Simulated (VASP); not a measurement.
Set up this calculation in VASP 6.6.1, as the native input.

```
Task                   : single point
Functional             : PBE
Potentials or basis    : VASP PAW PBE potentials, release 64 (Al, C)
Cutoff                 : 520 eV
k mesh                 : 6 × 6 × 4
Occupations            : gaussian, width 0.1 eV
Spin                   : no spin polarisation
Dipole correction      : no
Further INCAR settings : ALGO = Normal; EDIFF = 1e-07; NBANDS = 16
```

The structure of Al3C2 lies in POSCAR:

```
Al3C2
1.0
    3.9911090600      0.0000000000      0.0000000000
   -1.9955545300      3.4564018400      0.0000000000
    0.0000000000      0.0000000000      4.8188943600
Al C
3 2
Direct
    0.0000000000      0.0000000000      0.0000000000
    0.3333333300      0.6666666700      0.6250000000
    0.6666666700      0.3333333300      0.3750000000
    0.3333333300      0.6666666700      0.1380000000
    0.6666666700      0.3333333300      0.8620000000
```

These files were run (other wordings do the same):

INCAR

```
ALGO = Normal
EDIFF = 1E-7
ENCUT = 520
GGA = PE
ISIF = 2
ISMEAR = 0
LASPH = T
LCHARG = F
LREAL = F
LWAVE = F
NBANDS = 16
NELM = 60
PREC = Accurate
SIGMA = 0.1
```

KPOINTS

```
k-points
0
Gamma
  6 6 4
```

Potentials or basis: VASP PAW PBE potentials, release 64 (Al, C).

The run is started by

```console
$ cat potpaw_PBE.64/Al/POTCAR potpaw_PBE.64/C/POTCAR > POTCAR
$ mpirun -np 1 vasp_std > vasp.out
```

It gave:

The pressure is -12.4 GPa and the largest force is 2.291 eV/Å.

Caveat: forces of over 1 eV/Å act on the atoms, so gaps and moduli don't describe the material at rest.

Run time: 16 s on 1 thread of Intel(R) Xeon(R) 6975P-C (Granite Rapids), on a shared host, peak memory 0.17 GiB.
